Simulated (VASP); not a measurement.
# MnHg (Pm-3m) in VASP: notebook

MnHg is run at these levels: PBEsol; tasks: single point.

Program: VASP 6.6.1. These are calculated values, not measurements. Logs are shortened: lines on timing, memory, paths and dates and some standing lists are left out, and cuts for length are marked.

### Step 1. The cell of the first run

It takes space group Pm-3m (No. 221, cubic). Conventional cell: a = 3.152 Å, b = 3.152 Å, c = 3.152 Å, α = 90.00°, β = 90.00°, γ = 90.00°. Mn (site symmetry m-3m) has 8 Hg at 2.73 Å and 6 Mn at 3.15 Å within 3.6 Å. Hg (site symmetry m-3m) has 8 Mn at 2.73 Å and 6 Hg at 3.15 Å within 3.6 Å.

### Step 2. Single point, PBEsol, collinear spin, antiferromagnetic start

Input file INCAR:

```
ALGO = Normal
EDIFF = 1E-7
ENCUT = 520
GGA = PS
ISIF = 2
ISMEAR = 0
ISPIN = 2
LASPH = True
LCHARG = False
LMAXMIX = 4
LORBIT = 11
LREAL = False
LWAVE = False
MAGMOM = 4 -4 0 0
NBANDS = 37
NELM = 150
PREC = Accurate
SIGMA = 0.1
```

Input file KPOINTS:

```
k-points
0
Gamma
  12 12 6
```

Input file POSCAR:

```
MnHg
1.0
    3.1524607144      0.0000000000      3.1524607144
    0.0000000000      3.1524607144      3.1524607144
    0.0000000000      0.0000000000      6.3049214289
Mn Hg
2 2
Direct
    0.5000000000      0.5000000000      0.7500000000
    0.5000000000      0.5000000000      0.2500000000
    0.0000000000      0.0000000000      0.0000000000
    0.0000000000      0.0000000000      0.5000000000
```

Potentials or basis: VASP PAW PBE potentials, release 64 (Mn_pv, Hg).

The run is started by

```
$ cat potpaw_PBE.64/Mn_pv/POTCAR potpaw_PBE.64/Hg/POTCAR > POTCAR
$ mpirun -np 1 vasp_std > vasp.out
```

OUTCAR:

```text
EDIFF = 1E-7
   ENCUT = 520
   GGA = PS
   ISIF = 2
   ISMEAR = 0
   ISPIN = 2
   LASPH = True
   LORBIT = 11
   LREAL = False
   NELM = 150
   PREC = Accurate

 ion  position               nearest neighbor table
   1  0.500  0.500  0.750-   4 2.73   3 2.73   4 2.73   3 2.73   4 2.73   3 2.73   4 2.73   3 2.73
                             2 3.15   2 3.15   2 3.15   2 3.15   2 3.15   2 3.15
   2  0.500  0.500  0.250-   3 2.73   4 2.73   4 2.73   3 2.73   4 2.73   3 2.73   3 2.73   4 2.73
                             1 3.15   1 3.15   1 3.15   1 3.15   1 3.15   1 3.15
   3  0.000  0.000  0.000-   1 2.73   2 2.73   2 2.73   1 2.73   2 2.73   1 2.73   1 2.73   2 2.73
                             4 3.15   4 3.15   4 3.15   4 3.15   4 3.15   4 3.15
   4  0.000  0.000  0.500-   2 2.73   1 2.73   2 2.73   1 2.73   2 2.73   1 2.73   2 2.73   1 2.73
                             3 3.15   3 3.15   3 3.15   3 3.15   3 3.15   3 3.15

  LATTYP: Found a face centered cubic cell.
 ALAT       =     6.3049214288

  Lattice vectors:

 A1 = (   3.1524607144,  -3.1524607144,   0.0000000000)
 A2 = (   3.1524607144,   0.0000000000,   3.1524607144)
 A3 = (   0.0000000000,  -3.1524607144,   3.1524607145)

Analysis of symmetry for initial positions (statically):
=====================================================================
 Subroutine PRICEL returns following result:

  LATTYP: Found a simple cubic cell.
 ALAT       =     3.1524607144

  Lattice vectors:

 A1 = (   0.0000000000,  -3.1524607144,   0.0000000001)
 A2 = (   3.1524607144,   0.0000000000,  -0.0000000001)
 A3 = (   0.0000000000,   0.0000000000,   3.1524607145)

   2 primitive cells build up your supercell.

 Routine SETGRP: Setting up the symmetry group for a
 face centered cubic supercell.

 Subroutine GETGRP returns: Found 48 space group operations
 (whereof 48 operations were pure point group operations)
 out of a pool of 48 trial point group operations.

The static configuration has the point symmetry O_h .

Analysis of symmetry for dynamics (positions and initial velocities):
=====================================================================
 Subroutine PRICEL returns following result:

  LATTYP: Found a simple cubic cell.
 ALAT       =     3.1524607144

  Lattice vectors:

 A1 = (   0.0000000000,  -3.1524607144,   0.0000000001)
 A2 = (   3.1524607144,   0.0000000000,  -0.0000000001)
 A3 = (   0.0000000000,   0.0000000000,   3.1524607145)

   2 primitive cells build up your supercell.

 Routine SETGRP: Setting up the symmetry group for a
 face centered cubic supercell.

 Subroutine GETGRP returns: Found 48 space group operations
 (whereof 48 operations were pure point group operations)
 out of a pool of 48 trial point group operations.

The dynamic configuration has the point symmetry O_h .

Analysis of structural, dynamic, and magnetic symmetry:
=====================================================================
 Subroutine PRICEL returns following result:

  LATTYP: Found a simple cubic cell.
 ALAT       =     3.1524607144

  Lattice vectors:

 A1 = (   0.0000000000,  -3.1524607144,   0.0000000001)
 A2 = (   3.1524607144,   0.0000000000,  -0.0000000001)
 A3 = (   0.0000000000,   0.0000000000,   3.1524607145)

   2 primitive cells build up your supercell.

 Routine SETGRP: Setting up the symmetry group for a
 face centered cubic supercell.

 Subroutine GETGRP returns: Found 48 space group operations
 (whereof 48 operations were pure point group operations)
 out of a pool of 48 trial point group operations.

The overall configuration has the point symmetry O_h .

 Subroutine INISYM returns: Found 48 space group operations
 (whereof 48 operations are pure point group operations),
 and found     2 'primitive' translations

----------------------------------------------------------------------------------------

                                     Primitive cell

  volume of cell :      31.3292

  direct lattice vectors                    reciprocal lattice vectors
     0.000000000 -3.152460714  0.000000000     0.000000000 -0.317212518  0.000000000
     3.152460714  0.000000000 -0.000000000     0.317212518  0.000000000  0.000000000
     0.000000000  0.000000000  3.152460714     0.000000000  0.000000000  0.317212518

  length of vectors
     3.152460714  3.152460714  3.152460714     0.317212518  0.317212518  0.317212518

  position of ions in fractional coordinates (direct lattice)
     0.500000000  0.500000000  0.500000000
     0.000000000  0.000000000  0.000000000

  ion indices of the primitive-cell ions
   primitive index   ion index
                 1           1
                 2           3

----------------------------------------------------------------------------------------

 KPOINTS: k-points

Automatic generation of k-mesh.
 Grid dimensions read from file:
 generate k-points for:   12   12    6

 Generating k-lattice:

  Cartesian coordinates                     Fractional coordinates (reciprocal lattice)
     0.026434376  0.000000000  0.000000000     0.083333333  0.000000000  0.000000000
     0.000000000  0.026434376  0.000000000     0.000000000  0.083333333  0.000000000
    -0.026434376 -0.026434376  0.026434376     0.000000000  0.000000000  0.166666667

  Length of vectors
     0.026434376  0.026434376  0.045785683

  Shift w.r.t. Gamma in fractional coordinates (k-lattice)
     0.000000000  0.000000000  0.000000000

 Subroutine IBZKPT returns following result:
 ===========================================

 Found     44 irreducible k-points:

 Following reciprocal coordinates:
            Coordinates               Weight
  0.000000  0.000000  0.000000      1.000000
  0.083333  0.000000  0.000000      6.000000
  0.166667  0.000000  0.000000      6.000000
  0.250000  0.000000  0.000000      6.000000
  0.333333  0.000000  0.000000      6.000000
  0.416667  0.000000  0.000000      6.000000
[... 16 lines left out ...]
  0.333333  0.333333  0.000000     12.000000
  0.416667  0.333333  0.000000     24.000000
 [... further k-points ...]
   k-points           NKPTS =     44   k-points in BZ     NKDIM =     44   number of bands    NBANDS=     37
   number of dos      NEDOS =    301   number of ions     NIONS =      4
   total plane-waves  NPLWV =  62208
   dimension x,y,z NGX =    36 NGY =   36 NGZ =   48
   dimension x,y,z NGXF=    72 NGYF=   72 NGZF=   96
   ions per type =               2   2
   NGX,Y,Z   is equivalent  to a cutoff of  13.42, 13.42, 12.66 a.u.
   NGXF,Y,Z  is equivalent  to a cutoff of  26.85, 26.85, 25.31 a.u.
 SYSTEM =  unknown system
   PREC   = accura    normal or accurate (medium, high low for compatibility)
   ISTART =      0    job   : 0-new  1-cont  2-samecut
   ICHARG =      2    charge: 1-file 2-atom 10-const
   ISPIN  =      2    spin polarized calculation?
   LNONCOLLINEAR =      F non collinear calculations
   LSORBIT =      F    spin-orbit coupling
   LASPH  =      T    aspherical Exc in radial PAW
   ENCUT  =  520.0 eV  38.22 Ry    6.18 a.u.   8.29  8.29 11.72*2*pi/ulx,y,z
   NELM   =    150;   NELMIN=  2; NELMDL= -5     # of ELM steps
   EDIFF  = 0.1E-06   stopping-criterion for ELM
   LREAL  =      F    real-space projection
   EDIFFG = 0.1E-05   stopping-criterion for IOM
   NSW    =      0    number of steps for IOM
   IBRION =     -1    ionic relax: 0-MD 1-quasi-New 2-CG
   NFREE  =      0    steps in history (QN), initial steepest desc. (CG)
   ISIF   =      2    stress and relaxation
   ISYM   =      2    0-nonsym 1-usesym 2-fastsym
   POTIM  = 0.5000    time-step for ionic-motion
   TEBEG  =    0.0;   TEEND  =   0.0 temperature during run
   PSTRESS=    0.0 pullay stress
   NELECT =      50.0000    total number of electrons
   NUPDOWN=      -1.0000    fix difference up-down
   EMIN   =  10.00;   EMAX   =-10.00  energy-range for DOS
   EFERMI =   0.00;   METHOD = LEGACY
   ISMEAR =     0;   SIGMA  =   0.10  broadening in eV -4-tet -1-fermi 0-gaus
   EFERMI_NEDOS =   21; number of points for ismear=-14 and -15
   IALGO  =     38    algorithm
   IMIX   =      4    mixing-type and parameters
     AMIX     =   0.40;   BMIX     =  1.00
     AMIX_MAG =   1.60;   BMIX_MAG =  1.00
  volume/ion in A,a.u.               =      15.66       105.71
  Fermi-wavevector in a.u.,A,eV,Ry     =   1.518466  2.869485 31.371495  2.305740
  Thomas-Fermi vector in A             =   2.627583
   LORBIT       =     11    0 simple, 1 ext, 2 COOP (PROOUT), +10 PAW based schemes
   GGA     = PS    functional components
   LHFCALC =     F    Hartree Fock is set to
   AEXX    =    0.0000 exact exchange contribution
   IVDW    =     0    specifies the selected vdW correction
   LEPSILON=     F    determine dielectric tensor
   LRPA    =     F    only Hartree local field effects (RPA)
 spin polarized calculation
 Gauss-broadening in eV      SIGMA  =   0.10
  energy-cutoff  :      520.00
  volume of cell :       62.66
 maximum number of plane-waves:      1713
 NGX is ok and might be reduce to    36
   NGX = 17   NGY = 17   NGZ = 23

 number of electron      49.9999987 magnetization      -0.0000000

 number of electron      49.9999987 magnetization       0.0000000

 Free energy of the ion-electron system (eV)
  ---------------------------------------------------
  ext. energy  EPLUGINS =         0.00000000
  ---------------------------------------------------
  free energy    TOTEN  =       -19.24466605 eV

  energy without entropy =      -19.23404037  energy(sigma->0) =      -19.23935321

 E-fermi :   6.8261     XC(G=0): -12.6818

 val. band max:        6.8113365360   @ k =   0.4167   0.0000   0.1667
 cond. band min:       6.8261984876   @ k =   0.0833   0.0000   0.0000
 fundamental gap:      0.0148619516
 Fermi energy:         6.8260776965

 spin component 1

 k-point     1 :       0.0000    0.0000    0.0000
  band No.  band energies     occupation
      1     -42.9875      1.00000
      2     -42.9875      1.00000
      3     -42.9875      1.00000
      4     -39.3908      1.00000
      5     -39.3908      1.00000
      6     -39.3908      1.00000
[... 29 lines left out ...]
     36      13.0484      0.00000
     37      13.1314      0.00000

 k-point     2 :       0.0833    0.0000    0.0000
  band No.  band energies     occupation
      1     -42.9876      1.00000
      2     -42.9875      1.00000
      3     -42.9875      1.00000
      4     -39.3909      1.00000
      5     -39.3908      1.00000
      6     -39.3908      1.00000
[... 29 lines left out ...]
     36      14.0670      0.00000
     37      14.1588      0.00000
[... 838 lines left out ...]
     36      16.4313      0.00000
     37      17.9492      0.00000

 k-point    24 :       0.4167    0.3333    0.0000
  band No.  band energies     occupation
      1     -42.9880      1.00000
      2     -42.9877      1.00000
      3     -42.9875      1.00000
      4     -39.3914      1.00000
      5     -39.3910      1.00000
      6     -39.3908      1.00000
[... 29 lines left out ...]
     36      18.1715      0.00000
     37      18.9709      0.00000

 [... further k-points ...]

 spin component 2

 k-point     1 :       0.0000    0.0000    0.0000
  band No.  band energies     occupation
      1     -42.9875      1.00000
      2     -42.9875      1.00000
      3     -42.9875      1.00000
      4     -39.3908      1.00000
      5     -39.3908      1.00000
      6     -39.3908      1.00000
[... 29 lines left out ...]
     36      13.0484      0.00000
     37      13.1314      0.00000

 k-point     2 :       0.0833    0.0000    0.0000
  band No.  band energies     occupation
      1     -42.9876      1.00000
      2     -42.9875      1.00000
      3     -42.9875      1.00000
      4     -39.3909      1.00000
      5     -39.3908      1.00000
      6     -39.3908      1.00000
[... 29 lines left out ...]
     36      14.0670      0.00000
     37      14.1588      0.00000
[... 838 lines left out ...]
     36      16.4313      0.00000
     37      17.9492      0.00000

 k-point    24 :       0.4167    0.3333    0.0000
  band No.  band energies     occupation
      1     -42.9880      1.00000
      2     -42.9877      1.00000
      3     -42.9875      1.00000
      4     -39.3914      1.00000
      5     -39.3910      1.00000
      6     -39.3908      1.00000
[... 29 lines left out ...]
     36      18.1715      0.00000
     37      18.9709      0.00000

 [... further k-points ...]

------------------------ aborting loop because EDIFF is reached ----------------------------------------

  FORCE on cell =-STRESS in cart. coord.  units (eV):
  Direction    XX          YY          ZZ          XY          YZ          ZX
  --------------------------------------------------------------------------------------
  -------------------------------------------------------------------------------------
  Total        3.6251869      3.6251869      3.6251869     -0.0000000     -0.0000000     -0.0000000
  in kB       92.6962022     92.6962022     92.6962022     -0.0000000     -0.0000000     -0.0000000
  external PRESSURE =      92.6962022 kB  Pullay stress =       0.0000000 kB

 VOLUME and BASIS-vectors are now :
 -----------------------------------------------------------------------------
  energy-cutoff  :      520.00
  volume of cell :       62.66
      direct lattice vectors                 reciprocal lattice vectors
     3.152460714  0.000000000  3.152460714     0.317212518  0.000000000  0.000000000
     0.000000000  3.152460714  3.152460714     0.000000000  0.317212518  0.000000000
     0.000000000  0.000000000  6.304921429    -0.158606259 -0.158606259  0.158606259

 POSITION                                       TOTAL-FORCE (eV/Angst)
 -----------------------------------------------------------------------------------
      1.57623      1.57623      7.88115         0.000000     -0.000000     -0.000000
      1.57623      1.57623      4.72869        -0.000000      0.000000     -0.000000
      0.00000      0.00000      0.00000         0.000000     -0.000000      0.000000
      0.00000      0.00000      3.15246         0.000000     -0.000000      0.000000
 -----------------------------------------------------------------------------------
    total drift:                                0.000000      0.000000      0.000000

  FREE ENERGIE OF THE ION-ELECTRON SYSTEM (eV)
  ---------------------------------------------------
  free  energy   TOTEN  =       -19.2446660513 eV

  energy  without entropy=      -19.2340403656  energy(sigma->0) =      -19.23935321

 total charge

# of ion       s       p       d       tot
------------------------------------------
    1        0.268   6.238   5.052  11.558
    2        0.268   6.238   5.052  11.558
    3        0.848   0.636   9.252  10.736
    4        0.848   0.636   9.252  10.736
--------------------------------------------------
tot          2.232  13.748  28.609  44.589

 magnetization (x)

# of ion       s       p       d       tot
------------------------------------------
    1        0.047   0.052   3.391   3.490
    2       -0.047  -0.052  -3.391  -3.490
    3        0.000   0.000   0.000   0.000
    4        0.000   0.000   0.000   0.000
--------------------------------------------------
tot          0.000  -0.000   0.000  -0.000
```

It took 1.9 min on 1 thread of Intel Xeon 6975P-C (Granite Rapids), shared host; peak memory 0.38 GiB.

What came out:

```
Free energy                                           : -19.2447 eV
Pressure                                              : 9.3 GPa
Band gap on the k mesh                                : zero (filled and empty bands overlap)
Net moment                                            : 0.00 μB per cell
Site moments                                          : Mn +3.49, -3.49; Hg +0.00 μB
Valence electrons inside the program's atomic spheres : Mn 11.56; Hg 10.74
```

Levels at points of the mesh, in eV from the Fermi level:
Spin up:
| k point | band 21 | band 22 | band 23 | band 24 | band 25 | band 26 | band 27 | band 28 | band 29 | band 30 |
| --- | --- | --- | --- | --- | --- | --- | --- | --- | --- | --- |
| (0.00, 0.00, 0.00) | -2.39 | -2.39 | 0.12 | 0.12 | 0.12 | 1.07 | 1.07 | 1.15 | 5.44 | 5.44 |
| (0.50, 0.00, 0.00) | -2.33 | -2.33 | -1.99 | -1.89 | -1.89 | -0.77 | 0.80 | 0.80 | 0.87 | 1.31 |
| (0.00, 0.00, 0.50) | -2.29 | -2.29 | -2.04 | -0.49 | -0.49 | 0.54 | 0.76 | 0.76 | 3.55 | 4.04 |
Spin down:
```csv
k point,band 23,band 24,band 25,band 26,band 27,band 28
"(0.00, 0.00, 0.00)",0.12,0.12,0.12,1.07,1.07,1.15
"(0.50, 0.00, 0.00)",-1.99,-1.89,-1.89,-0.77,0.80,0.80
"(0.00, 0.00, 0.50)",-2.04,-0.49,-0.49,0.54,0.76,0.76
```

Caveat: the cell stands under pressure; the PAW data sets were made with another functional, which shifts forces and pressure a little; spin-orbit coupling is left out, which moves the levels of the heavy elements.

[end of part 1 of 2]
